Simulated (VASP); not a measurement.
# ZrN (Fm-3m) in VASP: a series of runs

The runs below take ZrN through single point, with PBE+D3(BJ), RPBE.

Program: VASP 6.6.1. These are calculated values, not measurements. Logs are shortened: lines on timing, memory, paths and dates and some standing lists are left out, and cuts for length are marked.

### 1 The cell of the first run

It takes space group Fm-3m (No. 225, cubic). Conventional cell: a = 4.590 Å, b = 4.590 Å, c = 4.590 Å, α = 90.00°, β = 90.00°, γ = 90.00°. Within 3.0 Å of Zr (site symmetry m-3m) lie 6 N at 2.30 Å. Within 3.0 Å of N (site symmetry m-3m) lie 6 Zr at 2.30 Å.

### 2 Single point, PBE+D3(BJ) (volume scaled by 1.02)

INCAR reads:

```
SYSTEM = ZrN
PREC     = Accurate       ! precision mode
ENCUT    = 600            ! plane-wave cutoff, eV
EDIFF    = 1E-6           ! SCF threshold, eV
ISMEAR   = 0              ! smearing method
SIGMA    = 0.05           ! smearing width, eV
LREAL    = .False.        ! projectors in reciprocal space
LASPH    = .True.         ! aspherical terms in the spheres
NELM     = 120            ! most SCF steps
ALGO     = Normal         ! electronic algorithm
ISIF     = 2              ! what is computed and relaxed
LWAVE    = .False.        ! write WAVECAR
LCHARG   = .False.        ! write CHGCAR
GGA      = PE             ! functional
IVDW     = 12             ! dispersion correction
NBANDS   = 16             ! bands
GGA_COMPAT= .False.
```

KPOINTS reads:

```
Automatic mesh
0
Gamma
  8 8 8
  0 0 0
```

POSCAR reads:

```
ZrN
1.0
    0.0000000000      2.2952466246      2.2952466246
    2.2952466246      0.0000000000      2.2952466246
    2.2952466246      2.2952466246      0.0000000000
Zr N
1 1
Direct
    0.5000000000      0.5000000000      0.5000000000
    0.0000000000      0.0000000000      0.0000000000
```

Potentials or basis: VASP PAW PBE potentials, release 64 (Zr_sv, N).

The run is started by

```console
> cat potpaw_PBE.64/Zr_sv/POTCAR potpaw_PBE.64/N/POTCAR > POTCAR
> mpirun -np 1 vasp_std > vasp.out
```

OUTCAR:

```text
SYSTEM = ZrN
   PREC = Accurate
   ENCUT = 600
   EDIFF = 1E-6
   ISMEAR = 0
   LREAL = .False.
   LASPH = .True.
   NELM = 120
   ISIF = 2
   GGA = PE
   IVDW = 12
 IVDW          = 12

 ion  position               nearest neighbor table
   1  0.500  0.500  0.500-   2 2.30   2 2.30   2 2.30   2 2.30   2 2.30   2 2.30
   2  0.000  0.000  0.000-   1 2.30   1 2.30   1 2.30   1 2.30   1 2.30   1 2.30

  LATTYP: Found a face centered cubic cell.
 ALAT       =     4.5904932492

  Lattice vectors:

 A1 = (   0.0000000000,   2.2952466246,   2.2952466246)
 A2 = (   2.2952466246,   0.0000000000,   2.2952466246)
 A3 = (   2.2952466246,   2.2952466246,   0.0000000000)

Analysis of symmetry for initial positions (statically):
=====================================================================
 Subroutine PRICEL returns:
 Original cell was already a primitive cell.

 Routine SETGRP: Setting up the symmetry group for a
 face centered cubic supercell.

 Subroutine GETGRP returns: Found 48 space group operations
 (whereof 48 operations were pure point group operations)
 out of a pool of 48 trial point group operations.

The static configuration has the point symmetry O_h .

Analysis of symmetry for dynamics (positions and initial velocities):
=====================================================================
 Subroutine PRICEL returns:
 Original cell was already a primitive cell.

 Routine SETGRP: Setting up the symmetry group for a
 face centered cubic supercell.

 Subroutine GETGRP returns: Found 48 space group operations
 (whereof 48 operations were pure point group operations)
 out of a pool of 48 trial point group operations.

The dynamic configuration has the point symmetry O_h .

 Subroutine INISYM returns: Found 48 space group operations
 (whereof 48 operations are pure point group operations),
 and found     1 'primitive' translations

----------------------------------------------------------------------------------------

                                     Primitive cell

  volume of cell :      24.1834

  direct lattice vectors                    reciprocal lattice vectors
     0.000000000  2.295246625  2.295246625    -0.217841514  0.217841514  0.217841514
     2.295246625  0.000000000  2.295246625     0.217841514 -0.217841514  0.217841514
     2.295246625  2.295246625  0.000000000     0.217841514  0.217841514 -0.217841514

  length of vectors
     3.245968906  3.245968906  3.245968906     0.377312570  0.377312570  0.377312570

  position of ions in fractional coordinates (direct lattice)
     0.500000000  0.500000000  0.500000000
     0.000000000  0.000000000  0.000000000

  ion indices of the primitive-cell ions
   primitive index   ion index
                 1           1
                 2           2

----------------------------------------------------------------------------------------

 KPOINTS: Automatic mesh

Automatic generation of k-mesh.
 Grid dimensions read from file:
 generate k-points for:    8    8    8

 Generating k-lattice:

  Cartesian coordinates                     Fractional coordinates (reciprocal lattice)
    -0.027230189  0.027230189  0.027230189     0.125000000  0.000000000  0.000000000
     0.027230189 -0.027230189  0.027230189     0.000000000  0.125000000  0.000000000
     0.027230189  0.027230189 -0.027230189     0.000000000  0.000000000  0.125000000

  Length of vectors
     0.047164071  0.047164071  0.047164071

  Shift w.r.t. Gamma in fractional coordinates (k-lattice)
     0.000000000  0.000000000  0.000000000

 Subroutine IBZKPT returns following result:
 ===========================================

 Found     29 irreducible k-points:

 Following reciprocal coordinates:
            Coordinates               Weight
  0.000000  0.000000  0.000000      1.000000
  0.125000  0.000000  0.000000      8.000000
  0.250000  0.000000  0.000000      8.000000
  0.375000  0.000000  0.000000      8.000000
  0.500000  0.000000  0.000000      4.000000
  0.125000  0.125000  0.000000      6.000000
[... 16 lines left out ...]
  0.500000  0.250000  0.125000     48.000000
 -0.375000  0.250000  0.125000     24.000000
 [... further k-points ...]
   k-points           NKPTS =     29   k-points in BZ     NKDIM =     29   number of bands    NBANDS=     16
   number of dos      NEDOS =    301   number of ions     NIONS =      2
   total plane-waves  NPLWV =  21952
   dimension x,y,z NGX =    28 NGY =   28 NGZ =   28
   dimension x,y,z NGXF=    56 NGYF=   56 NGZF=   56
   ions per type =               1   1
   NGX,Y,Z   is equivalent  to a cutoff of  14.34, 14.34, 14.34 a.u.
   NGXF,Y,Z  is equivalent  to a cutoff of  28.68, 28.68, 28.68 a.u.
 SYSTEM =  ZrN
   PREC   = accura    normal or accurate (medium, high low for compatibility)
   ISTART =      0    job   : 0-new  1-cont  2-samecut
   ICHARG =      2    charge: 1-file 2-atom 10-const
   ISPIN  =      1    spin polarized calculation?
   LNONCOLLINEAR =      F non collinear calculations
   LSORBIT =      F    spin-orbit coupling
   LASPH  =      T    aspherical Exc in radial PAW
   ENCUT  =  600.0 eV  44.10 Ry    6.64 a.u.   6.48  6.48  6.48*2*pi/ulx,y,z
   NELM   =    120;   NELMIN=  2; NELMDL= -5     # of ELM steps
   EDIFF  = 0.1E-05   stopping-criterion for ELM
   LREAL  =      F    real-space projection
   EDIFFG = 0.1E-04   stopping-criterion for IOM
   NSW    =      0    number of steps for IOM
   IBRION =     -1    ionic relax: 0-MD 1-quasi-New 2-CG
   NFREE  =      0    steps in history (QN), initial steepest desc. (CG)
   ISIF   =      2    stress and relaxation
   ISYM   =      2    0-nonsym 1-usesym 2-fastsym
   POTIM  = 0.5000    time-step for ionic-motion
   TEBEG  =    0.0;   TEEND  =   0.0 temperature during run
   PSTRESS=    0.0 pullay stress
   NELECT =      17.0000    total number of electrons
   NUPDOWN=      -1.0000    fix difference up-down
   EMIN   =  10.00;   EMAX   =-10.00  energy-range for DOS
   EFERMI =   0.00;   METHOD = LEGACY
   ISMEAR =     0;   SIGMA  =   0.05  broadening in eV -4-tet -1-fermi 0-gaus
   EFERMI_NEDOS =   21; number of points for ismear=-14 and -15
   IALGO  =     38    algorithm
   IMIX   =      4    mixing-type and parameters
     AMIX     =   0.40;   BMIX     =  1.00
     AMIX_MAG =   1.60;   BMIX_MAG =  1.00
  volume/ion in A,a.u.               =      12.09        81.60
  Fermi-wavevector in a.u.,A,eV,Ry     =   1.455633  2.750747 28.828927  2.118866
  Thomas-Fermi vector in A             =   2.572645
   LORBIT       =      0    0 simple, 1 ext, 2 COOP (PROOUT), +10 PAW based schemes
   GGA     = PE    functional components
   LHFCALC =     F    Hartree Fock is set to
   AEXX    =    0.0000 exact exchange contribution
   IVDW    =    12    specifies the selected vdW correction
   LEPSILON=     F    determine dielectric tensor
   LRPA    =     F    only Hartree local field effects (RPA)
 non-spin polarized calculation
 Gauss-broadening in eV      SIGMA  =   0.05
  energy-cutoff  :      600.00
  volume of cell :       24.18
 maximum number of plane-waves:       869
 NGX is ok and might be reduce to    28
   NGX = 13   NGY = 13   NGZ = 13

 number of electron      17.0000000 magnetization

 Free energy of the ion-electron system (eV)
  ---------------------------------------------------
  ext. energy  EPLUGINS =         0.00000000
  ---------------------------------------------------
  free energy    TOTEN  =       -20.35246624 eV

  energy without entropy =      -20.35063102  energy(sigma->0) =      -20.35154863

 E-fermi :  11.9251     XC(G=0): -12.4851

 val. band max:       11.8793427928   @ k =   0.1250   0.0000   0.0000
 cond. band min:      11.9516338866   @ k =   0.3750   0.1250   0.0000
 fundamental gap:      0.0722910937
 Fermi energy:        11.9251392914

 k-point     1 :       0.0000    0.0000    0.0000
  band No.  band energies     occupation
      1     -37.6914      2.00000
      2     -15.3155      2.00000
      3     -15.3155      2.00000
      4     -15.3155      2.00000
      5      -4.3255      2.00000
      6       9.2826      2.00000
[... 8 lines left out ...]
     15      21.0930      0.00000
     16      34.3422      0.00000

 k-point     2 :       0.1250    0.0000    0.0000
  band No.  band energies     occupation
      1     -37.6714      2.00000
      2     -15.4999      2.00000
      3     -15.3292      2.00000
      4     -15.3292      2.00000
      5      -4.0210      2.00000
      6       8.1475      2.00000
[... 8 lines left out ...]
     15      22.0928      0.00000
     16      31.6786      0.00000

 k-point     3 :       0.2500    0.0000    0.0000
  band No.  band energies     occupation
      1     -37.6225      2.00000
      2     -15.9180      2.00000
      3     -15.3623      2.00000
      4     -15.3623      2.00000
      5      -3.2796      2.00000
      6       6.3161      2.00000
[... 8 lines left out ...]
     15      23.9579      0.00000
     16      28.9784      0.00000

 k-point     4 :       0.3750    0.0000    0.0000
  band No.  band energies     occupation
      1     -37.5731      2.00000
      2     -16.3048      2.00000
      3     -15.3950      2.00000
      4     -15.3950      2.00000
      5      -2.4954      2.00000
      6       4.8605      2.00000
[... 8 lines left out ...]
     15      24.3990      0.00000
     16      25.7057      0.00000
[... 324 lines left out ...]
 k-point    22 :       0.3750    0.2500    0.1250
  band No.  band energies     occupation
      1     -37.5863      2.00000
      2     -15.9871      2.00000
      3     -15.5618      2.00000
      4     -15.4188      2.00000
      5      -3.1321      2.00000
      6       5.7382      2.00000
[... 8 lines left out ...]
     15      25.1234      0.00000
     16      25.6033      0.00000

 k-point    23 :       0.5000    0.2500    0.1250
  band No.  band energies     occupation
      1     -37.5466      2.00000
      2     -16.1849      2.00000
      3     -15.6616      2.00000
      4     -15.4718      2.00000
      5      -2.8230      2.00000
      6       5.4322      2.00000
[... 8 lines left out ...]
     15      23.9135      0.00000
     16      24.8873      0.00000

 k-point    24 :      -0.3750    0.2500    0.1250
  band No.  band energies     occupation
      1     -37.5301      2.00000
      2     -16.2694      2.00000
      3     -15.6869      2.00000
      4     -15.5048      2.00000
      5      -2.7018      2.00000
      6       5.2937      2.00000
[... 8 lines left out ...]
     15      23.5785      0.00000
     16      24.8327      0.00000

 [... further k-points ...]

------------------------ aborting loop because EDIFF is reached ----------------------------------------

 Edisp (eV)   -0.84874

 E8    (eV) :    -0.3868

  FORCE on cell =-STRESS in cart. coord.  units (eV):
  Direction    XX          YY          ZZ          XY          YZ          ZX
  --------------------------------------------------------------------------------------
  -------------------------------------------------------------------------------------
  Total      -0.72879    -0.72879    -0.72879     0.00000    -0.00000    -0.00000
  in kB     -48.28285   -48.28285   -48.28285     0.00000    -0.00000    -0.00000
  external pressure =      -48.28 kB  Pullay stress =        0.00 kB

 VOLUME and BASIS-vectors are now :
 -----------------------------------------------------------------------------
  energy-cutoff  :      600.00
  volume of cell :       24.18
      direct lattice vectors                 reciprocal lattice vectors
     0.000000000  2.295246625  2.295246625    -0.217841514  0.217841514  0.217841514
     2.295246625  0.000000000  2.295246625     0.217841514 -0.217841514  0.217841514
     2.295246625  2.295246625  0.000000000     0.217841514  0.217841514 -0.217841514

 POSITION                                       TOTAL-FORCE (eV/Angst)
 -----------------------------------------------------------------------------------
      2.29525      2.29525      2.29525        -0.000000     -0.000000     -0.000000
      0.00000      0.00000      0.00000         0.000000      0.000000      0.000000
 -----------------------------------------------------------------------------------
    total drift:                                0.000000      0.000000      0.000000

  FREE ENERGIE OF THE ION-ELECTRON SYSTEM (eV)
  ---------------------------------------------------
  free  energy   TOTEN  =       -21.2012024185 eV

  energy  without entropy=      -21.1993671962  energy(sigma->0) =      -21.20028481
```

Wall time 7.4 s (1 thread of Intel Xeon 6975P-C (Granite Rapids), shared host); peak memory 0.17 GiB.

Results:

| Item | Value |
| --- | --- |
| Free energy | -21.2012 eV |
| Pressure | -4.8 GPa |
| Dispersion energy per atom | -0.424 eV |

Caveat: the cell differs from its parent crystal (volume scaled by 1.02); pairwise dispersion overbinds metals, which lowers pressure and volume.

### 3 Single point, PBE+D3(BJ) (volume scaled by 1.04)

INCAR reads:

```
SYSTEM = ZrN
ALGO     = Normal         ! electronic algorithm
EDIFF    = 1E-6           ! SCF threshold, eV
ENCUT    = 600            ! plane-wave cutoff, eV
GGA      = PE             ! functional
GGA_COMPAT= .FALSE.      
ISIF     = 2              ! what is computed and relaxed
ISMEAR   = 0              ! smearing method
IVDW     = 12             ! dispersion correction
LASPH    = .TRUE.         ! aspherical terms in the spheres
LCHARG   = .FALSE.        ! write CHGCAR
LREAL    = .FALSE.        ! projectors in reciprocal space
LWAVE    = .FALSE.        ! write WAVECAR
NBANDS   = 16             ! bands
NELM     = 120            ! most SCF steps
PREC     = Accurate       ! precision mode
SIGMA    = 0.05           ! smearing width, eV
```

KPOINTS reads:

```
k-points
0
G
  8 8 8
  0 0 0
```

POSCAR reads:

```
ZrN
1.0
    0.0000000000      2.3101512411      2.3101512411
    2.3101512411      0.0000000000      2.3101512411
    2.3101512411      2.3101512411      0.0000000000
Zr N
1 1
Direct
    0.5000000000      0.5000000000      0.5000000000
    0.0000000000      0.0000000000      0.0000000000
```

Potentials or basis: VASP PAW PBE potentials, release 64 (Zr_sv, N).

The run is started by

```console
> cat potpaw_PBE.64/Zr_sv/POTCAR potpaw_PBE.64/N/POTCAR > POTCAR
> mpirun -np 1 vasp_std > vasp.out
```

It took 8.7 s on 1 thread of Intel Xeon 6975P-C (Granite Rapids), shared host; peak memory 0.17 GiB.

Results (log left out):

```
Free energy                : -21.1808 eV
Pressure                   : -9.3 GPa
Dispersion energy per atom : -0.416 eV
```

Levels at points of the mesh, in eV from the Fermi level:
```tsv
k point	band 6	band 7	band 8	band 9	band 10	band 11	band 12	band 13
(0.00, 0.00, 0.00)	-2.61	-2.61	-2.61	-0.40	-0.40	-0.40	1.52	1.52
(0.50, 0.00, 0.00)	-7.54	-5.57	-5.57	2.92	2.97	2.97	4.64	7.47
(0.50, 0.50, 0.00)	-4.57	-3.39	-3.14	-3.14	3.25	4.36	4.36	4.71
```

Caveat: the cell differs from its parent crystal (volume scaled by 1.04); pairwise dispersion overbinds metals, which lowers pressure and volume.

### 4 Single point, RPBE

This run uses another cell than the first one, of 12.60 Å³/atom, 1.042 times its volume.

INCAR reads:

```
SYSTEM = ZrN
PREC = Accurate
ENCUT = 600
EDIFF = 1E-6
ISMEAR = 0
SIGMA = 0.05
LREAL = .False.
LASPH = .True.
NELM = 120
ALGO = Normal
ISIF = 2
LWAVE = .False.
LCHARG = .False.
GGA = RP
NBANDS = 16
GGA_COMPAT = .False.
```

KPOINTS reads:

```
regular mesh
0
Gamma
  8 8 8
  0 0 0
```

POSCAR reads:

```
ZrN
1.0
    0.0000000000      2.3268556918      2.3268556918
    2.3268556918      0.0000000000      2.3268556918
    2.3268556918      2.3268556918      0.0000000000
Zr N
1 1
Direct
    0.5000000000      0.5000000000      0.5000000000
    0.0000000000      0.0000000000      0.0000000000
```

The run is started by

```console
> cat potpaw_PBE.64/Zr_sv/POTCAR potpaw_PBE.64/N/POTCAR > POTCAR
> mpirun -np 1 vasp_std > vasp.out
```

Run time: 7.7 s. Hardware: 1 thread of Intel Xeon 6975P-C (Granite Rapids), shared host; peak memory 0.16 GiB.

It converged, with:

```
Free energy : -19.3741 eV
Pressure    : -4.8 GPa
```

Levels at points of the mesh, in eV from the Fermi level:
| k point | band 6 | band 7 | band 8 | band 9 | band 10 | band 11 | band 12 | band 13 |
| --- | --- | --- | --- | --- | --- | --- | --- | --- |
| (0.00, 0.00, 0.00) | -2.59 | -2.59 | -2.59 | -0.38 | -0.38 | -0.38 | 1.47 | 1.47 |
| (0.50, 0.00, 0.00) | -7.43 | -5.47 | -5.47 | 2.82 | 2.87 | 2.87 | 4.53 | 7.23 |
| (0.50, 0.50, 0.00) | -4.59 | -3.30 | -3.13 | -3.13 | 3.14 | 4.21 | 4.21 | 4.47 |

Caveat: the PAW data sets were made with another functional, which shifts forces and pressure a little.

### 5 Single point, RPBE (volume scaled by 1.02)

INCAR is that of step 4.

KPOINTS reads:

```
Automatic mesh
0
Gamma
  8 8 8
  0 0 0
```

POSCAR reads:

```
ZrN
1.0
    0.0000000000      2.3251757699      2.3251757699
    2.3251757699      0.0000000000      2.3251757699
    2.3251757699      2.3251757699      0.0000000000
Zr N
1 1
Direct
    0.5000000000      0.5000000000      0.5000000000
    0.0000000000      0.0000000000      0.0000000000
```

The run is started by

```console
> cat potpaw_PBE.64/Zr_sv/POTCAR potpaw_PBE.64/N/POTCAR > POTCAR
> mpirun -np 1 vasp_std > vasp.out
```

Run time: 7.8 s. Hardware: 1 thread of Intel Xeon 6975P-C (Granite Rapids), shared host; peak memory 0.16 GiB.

The run converged. Its results:

```
Free energy : -19.3756 eV
Pressure    : -4.3 GPa
```

Levels at points of the mesh, in eV from the Fermi level:
```csv
k point,band 5,band 6,band 7,band 8,band 9,band 10,band 11,band 12,band 13,band 14
"(0.00, 0.00, 0.00)",-16.16,-2.59,-2.59,-2.59,-0.38,-0.38,-0.38,1.48,1.48,2.48
"(0.50, 0.00, 0.00)",-14.17,-7.44,-5.49,-5.49,2.83,2.88,2.88,4.54,7.26,7.26
"(0.50, 0.50, 0.00)",-15.60,-4.59,-3.30,-3.13,-3.13,3.15,4.22,4.22,4.49,8.75
```

Caveat: the cell differs from its parent crystal (volume scaled by 1.02); the PAW data sets were made with another functional, which shifts forces and pressure a little.

### 6 Summary

```csv
level,cell,gap on the mesh (eV),pressure (GPa)
PBE+D3(BJ),"a = 3.246 Å, angles 60.0°, 2 atoms",none,-4.8
PBE+D3(BJ),"a = 3.267 Å, angles 60.0°, 2 atoms",none,-9.3
RPBE,"a = 3.291 Å, angles 60.0°, 2 atoms",none,-4.8
RPBE,"a = 3.288 Å, angles 60.0°, 2 atoms",none,-4.3
```

Alike in all rows: task single point; potentials or basis VASP PAW PBE potentials, release 64 (Zr_sv, N); no spin polarisation; k mesh 8 × 8 × 8; cutoff (eV) 600; smearing gaussian 0.05 eV.

Caveats: pairwise dispersion overbinds metals, which lowers pressure and volume (some runs); the PAW data sets were made with another functional, which shifts forces and pressure a little (some runs).

Total energies depend on the potentials used, so only differences within one code and one set of settings carry meaning.
